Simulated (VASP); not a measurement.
# TaN (P-6m2) in VASP: notebook, part 2 of 3

VASP 6.6.1.

### Step 3. Single point, PBE

Contents of INCAR:

```
SYSTEM = TaN
ALGO = Normal
EDIFF = 1E-6
ENCUT = 600
GGA = PE
GGA_COMPAT = .FALSE.
ISIF = 2
ISMEAR = 0
LASPH = .TRUE.
LCHARG = .TRUE.
LELF = .TRUE.
LREAL = .FALSE.
LVHAR = .TRUE.
LWAVE = .FALSE.
NBANDS = 15
NELM = 120
PREC = Accurate
SIGMA = 0.05
```

Contents of KPOINTS:

```
k-points
0
G
  12 12 10
  0 0 0
```

Contents of POSCAR:

```
TaN
1.0
    2.9380000000      0.0000000000      0.0000000000
   -1.4690000000      2.5443826363      0.0000000000
    0.0000000000      0.0000000000      2.8830000000
Ta N
1 1
Direct
    0.0000000000      0.0000000000      0.5000000000
    0.6666666667      0.3333333333      0.0000000000
```

Potentials or basis: VASP PAW PBE potentials, release 64 (Ta_pv, N).

On the command line:

```
> cat potpaw_PBE.64/Ta_pv/POTCAR potpaw_PBE.64/N/POTCAR > POTCAR
> mpirun -np 1 vasp_std > vasp.out
```

OUTCAR:

```text
SYSTEM = TaN
   EDIFF = 1E-6
   ENCUT = 600
   GGA = PE
   ISIF = 2
   ISMEAR = 0
   LASPH = .TRUE.
   LREAL = .FALSE.
   NELM = 120
   PREC = Accurate

 ion  position               nearest neighbor table
   1  0.000  0.000  0.500-   2 2.23   2 2.23   2 2.23   2 2.23   2 2.23   2 2.23
   2  0.667  0.333  0.000-   1 2.23   1 2.23   1 2.23   1 2.23   1 2.23   1 2.23

  LATTYP: Found a hexagonal cell.
 ALAT       =     2.9380000000
 C/A-ratio  =     0.9812797822

  Lattice vectors:

 A1 = (   2.9380000000,   0.0000000000,   0.0000000000)
 A2 = (  -1.4690000000,   2.5443826363,   0.0000000000)
 A3 = (   0.0000000000,   0.0000000000,   2.8830000000)

Analysis of symmetry for initial positions (statically):
=====================================================================
 Subroutine PRICEL returns:
 Original cell was already a primitive cell.

 Routine SETGRP: Setting up the symmetry group for a
 hexagonal supercell.

 Subroutine GETGRP returns: Found 12 space group operations
 (whereof 12 operations were pure point group operations)
 out of a pool of 24 trial point group operations.

The static configuration has the point symmetry D_3h.

Analysis of symmetry for dynamics (positions and initial velocities):
=====================================================================
 Subroutine PRICEL returns:
 Original cell was already a primitive cell.

 Routine SETGRP: Setting up the symmetry group for a
 hexagonal supercell.

 Subroutine GETGRP returns: Found 12 space group operations
 (whereof 12 operations were pure point group operations)
 out of a pool of 24 trial point group operations.

The dynamic configuration has the point symmetry D_3h.

 Subroutine INISYM returns: Found 12 space group operations
 (whereof 12 operations are pure point group operations),
 and found     1 'primitive' translations

----------------------------------------------------------------------------------------

                                     Primitive cell

  volume of cell :      21.5516

  direct lattice vectors                    reciprocal lattice vectors
     2.938000000  0.000000000  0.000000000     0.340367597  0.196511324  0.000000000
    -1.469000000  2.544382636  0.000000000     0.000000000  0.393022648  0.000000000
     0.000000000  0.000000000  2.883000000     0.000000000  0.000000000  0.346860909

  length of vectors
     2.938000000  2.938000000  2.883000000     0.393022648  0.393022648  0.346860909

  position of ions in fractional coordinates (direct lattice)
     0.000000000  0.000000000  0.500000000
     0.666666667  0.333333333  0.000000000

  ion indices of the primitive-cell ions
   primitive index   ion index
                 1           1
                 2           2

----------------------------------------------------------------------------------------

 KPOINTS: k-points

Automatic generation of k-mesh.
 Grid dimensions read from file:
 generate k-points for:   12   12   10

 Generating k-lattice:

  Cartesian coordinates                     Fractional coordinates (reciprocal lattice)
     0.028363966  0.016375944  0.000000000     0.083333333 -0.000000000  0.000000000
     0.000000000  0.032751887  0.000000000     0.000000000  0.083333333  0.000000000
     0.000000000  0.000000000  0.034686091     0.000000000  0.000000000  0.100000000
[... 41 lines left out ...]
   total plane-waves  NPLWV =  13824
   dimension x,y,z NGX =    24 NGY =   24 NGZ =   24
   dimension x,y,z NGXF=    48 NGYF=   48 NGZF=   48
   ions per type =               1   1
   NGX,Y,Z   is equivalent  to a cutoff of  13.58, 13.58, 13.84 a.u.
   NGXF,Y,Z  is equivalent  to a cutoff of  27.16, 27.16, 27.68 a.u.
 SYSTEM =  TaN
   PREC   = accura    normal or accurate (medium, high low for compatibility)
   ISTART =      0    job   : 0-new  1-cont  2-samecut
   ICHARG =      2    charge: 1-file 2-atom 10-const
   ISPIN  =      1    spin polarized calculation?
   LNONCOLLINEAR =      F non collinear calculations
   LSORBIT =      F    spin-orbit coupling
   LASPH  =      T    aspherical Exc in radial PAW
   ENCUT  =  600.0 eV  44.10 Ry    6.64 a.u.   5.87  5.87  5.76*2*pi/ulx,y,z
   NELM   =    120;   NELMIN=  2; NELMDL= -5     # of ELM steps
   EDIFF  = 0.1E-05   stopping-criterion for ELM
   LREAL  =      F    real-space projection
   EDIFFG = 0.1E-04   stopping-criterion for IOM
   NSW    =      0    number of steps for IOM
   IBRION =     -1    ionic relax: 0-MD 1-quasi-New 2-CG
   NFREE  =      0    steps in history (QN), initial steepest desc. (CG)
   ISIF   =      2    stress and relaxation
   ISYM   =      2    0-nonsym 1-usesym 2-fastsym
   POTIM  = 0.5000    time-step for ionic-motion
   TEBEG  =    0.0;   TEEND  =   0.0 temperature during run
   PSTRESS=    0.0 pullay stress
   NELECT =      16.0000    total number of electrons
   NUPDOWN=      -1.0000    fix difference up-down
   EMIN   =  10.00;   EMAX   =-10.00  energy-range for DOS
   EFERMI =   0.00;   METHOD = LEGACY
   ISMEAR =     0;   SIGMA  =   0.05  broadening in eV -4-tet -1-fermi 0-gaus
   EFERMI_NEDOS =   21; number of points for ismear=-14 and -15
   IALGO  =     38    algorithm
   IMIX   =      4    mixing-type and parameters
     AMIX     =   0.40;   BMIX     =  1.00
     AMIX_MAG =   1.60;   BMIX_MAG =  1.00
  volume/ion in A,a.u.               =      10.78        72.72
  Fermi-wavevector in a.u.,A,eV,Ry     =   1.482365  2.801264 29.897531  2.197407
  Thomas-Fermi vector in A             =   2.596160
   LORBIT       =      0    0 simple, 1 ext, 2 COOP (PROOUT), +10 PAW based schemes
   GGA     = PE    functional components
   LHFCALC =     F    Hartree Fock is set to
   AEXX    =    0.0000 exact exchange contribution
   IVDW    =     0    specifies the selected vdW correction
   LEPSILON=     F    determine dielectric tensor
   LRPA    =     F    only Hartree local field effects (RPA)
 non-spin polarized calculation
 Gauss-broadening in eV      SIGMA  =   0.05
  energy-cutoff  :      600.00
  volume of cell :       21.55
 maximum number of plane-waves:       732
 NGX is ok and might be reduce to    24
   NGX = 11   NGY = 11   NGZ = 11

 number of electron      16.0000001 magnetization

 Free energy of the ion-electron system (eV)
  ---------------------------------------------------
  ext. energy  EPLUGINS =         0.00000000
  ---------------------------------------------------
  free energy    TOTEN  =       -22.44280393 eV

  energy without entropy =      -22.44272829  energy(sigma->0) =      -22.44276611

 E-fermi :   8.3602     XC(G=0): -13.3459

 val. band max:        8.2576577320   @ k =   0.0000   0.0000   0.4000
 cond. band min:       8.3785371960   @ k =   0.3333   0.3333   0.0000
 fundamental gap:      0.1208794641
 Fermi energy:         8.3601709163

 k-point     1 :       0.0000    0.0000    0.0000
  band No.  band energies     occupation
      1     -26.5930      2.00000
      2     -26.3286      2.00000
      3     -26.3286      2.00000
      4      -9.5281      2.00000
      5       3.6896      2.00000
      6       3.6896      2.00000
      7       4.0465      2.00000
      8       5.3262      2.00000
      9      10.4654      0.00000
     10      11.8396      0.00000
     11      11.8396      0.00000
     12      12.2592      0.00000
     13      12.2592      0.00000
     14      21.3561      0.00000
[... 401 lines left out ...]
      2     -26.5700      2.00000
      3     -26.4952      2.00000
      4      -7.7941      2.00000
      5       0.7038      2.00000
      6       3.2273      2.00000
      7       4.5898      2.00000
      8       5.5490      2.00000
      9      10.9073      0.00000
     10      11.2422      0.00000
     11      12.8112      0.00000
     12      13.2701      0.00000
     13      15.3394      0.00000
     14      21.3994      0.00000
     15      21.6524      0.00000

 [... further k-points ...]

------------------------ aborting loop because EDIFF is reached ----------------------------------------

  FORCE on cell =-STRESS in cart. coord.  units (eV):
  Direction    XX          YY          ZZ          XY          YZ          ZX
  --------------------------------------------------------------------------------------
  -------------------------------------------------------------------------------------
  Total        0.6544026      0.6544026      0.8228156      0.0000000      0.0000000      0.0000000
  in kB       48.6493199     48.6493199     61.1694037      0.0000000      0.0000000      0.0000000
  external PRESSURE =      52.8226812 kB  Pullay stress =       0.0000000 kB

 VOLUME and BASIS-vectors are now :
 -----------------------------------------------------------------------------
  energy-cutoff  :      600.00
  volume of cell :       21.55
      direct lattice vectors                 reciprocal lattice vectors
     2.938000000  0.000000000  0.000000000     0.340367597  0.196511324  0.000000000
    -1.469000000  2.544382636  0.000000000     0.000000000  0.393022648  0.000000000
     0.000000000  0.000000000  2.883000000     0.000000000  0.000000000  0.346860909

 POSITION                                       TOTAL-FORCE (eV/Angst)
 -----------------------------------------------------------------------------------
      0.00000      0.00000      1.44150        -0.000000      0.000000      0.000000
      1.46900      0.84813      0.00000         0.000000      0.000000      0.000000
 -----------------------------------------------------------------------------------
    total drift:                               -0.000000      0.000000      0.000000

  FREE ENERGIE OF THE ION-ELECTRON SYSTEM (eV)
  ---------------------------------------------------
  free  energy   TOTEN  =       -22.4428039338 eV

  energy  without entropy=      -22.4427282870  energy(sigma->0) =      -22.44276611
```

stdout:

```text
POSCAR found type information on POSCAR TaN
 POSCAR found :  2 types and       2 ions
 scaLAPACK will be used
 LDA part: xc-table for (Slater+PW92), standard interpolation
 POSCAR, INCAR and KPOINTS ok, starting setup
 FFT: planning ... GRIDC
 FFT: planning ... GRID_SOFT
 FFT: planning ... GRID
 WAVECAR not read
 entering main loop
```

Wall time 26 s (1 thread of AMD EPYC 7R13 (Zen 3), shared host); peak memory 0.14 GiB.

What came out:

* Free energy: -22.4428 eV
* Pressure: 5.3 GPa
* Band gap on the k mesh: zero (bands 8 and 9 overlap by 0.50 eV)

Caveat: the cell stands under pressure; spin-orbit coupling is left out, which moves the levels of the heavy elements.

[end of part 2 of 3]
